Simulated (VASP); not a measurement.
Write the native input for VASP 6.6.1 that does the following.

* Task: relaxation of cell and atoms
* Functional: PBE
* Potentials or basis: VASP PAW PBE potentials, release 64 (Ba_sv, Hf_pv, O)
* Cutoff: 600 eV
* k mesh: 6 × 6 × 6
* Occupations: gaussian, width 0.02 eV
* Spin: no spin polarisation
* Dipole correction: no
* Further INCAR settings: ALGO = Normal; EDIFF = 1e-07; IBRION = 2; EDIFFG = -0.01; NSW = 100; ISIF = 3

The structure of BaHfO3 lies in POSCAR:

```
BaHfO3
1.0
    4.2047566668      0.0000000000      0.0000000000
    0.0000000000      4.2047566668      0.0000000000
    0.0000000000      0.0000000000      4.2047566668
Ba Hf O
1 1 3
Direct
    0.5000000000      0.5000000000      0.5000000000
    0.0000000000      0.0000000000      0.0000000000
    0.0000000000      0.5000000000      0.0000000000
    0.5000000000      0.0000000000      0.0000000000
    0.0000000000      0.0000000000      0.5000000000
```

The input as run:

INCAR

```
SYSTEM = BaHfO3
PREC = Accurate
ENCUT = 600
EDIFF = 1E-7
ISMEAR = 0
SIGMA = 0.02
LREAL = .False.
LASPH = .True.
NELM = 60
ALGO = Normal
ISIF = 3
LWAVE = .False.
LCHARG = .False.
GGA = PE
IBRION = 2
NSW = 100
EDIFFG = -0.01
```

KPOINTS

```
regular mesh
0
Gamma
  6 6 6
  0 0 0
```

Potentials or basis: VASP PAW PBE potentials, release 64 (Ba_sv, Hf_pv, O).

The run is started by

```sh
$ cat potpaw_PBE.64/Ba_sv/POTCAR potpaw_PBE.64/Hf_pv/POTCAR potpaw_PBE.64/O/POTCAR > POTCAR
$ mpirun -np 1 vasp_std > vasp.out
```

It gave:

```json
{
  "Relaxed volume": "14.81 Å³/atom",
  "Relaxed cell": "a = 4.200 Å, b = 4.200 Å, c = 4.200 Å, α = 90.00°, β = 90.00°, γ = 90.00°",
  "Space group after relaxing (to 0.05 Å)": "Pm-3m (No. 221)",
  "Energy gained by relaxing": "0.1 meV/atom",
  "Ionic steps": "3",
  "Pressure after relaxing": "0.0 GPa",
  "Band gap on the k mesh": "3.55 eV, indirect (least direct gap 3.78 eV)"
}
```

Caveat: spin-orbit coupling is left out, which moves the levels of the heavy elements.

Run time: 2.2 min on 1 thread of Intel(R) Xeon(R) Platinum 8488C (Sapphire Rapids), with other jobs on the host, peak memory 0.24 GiB.
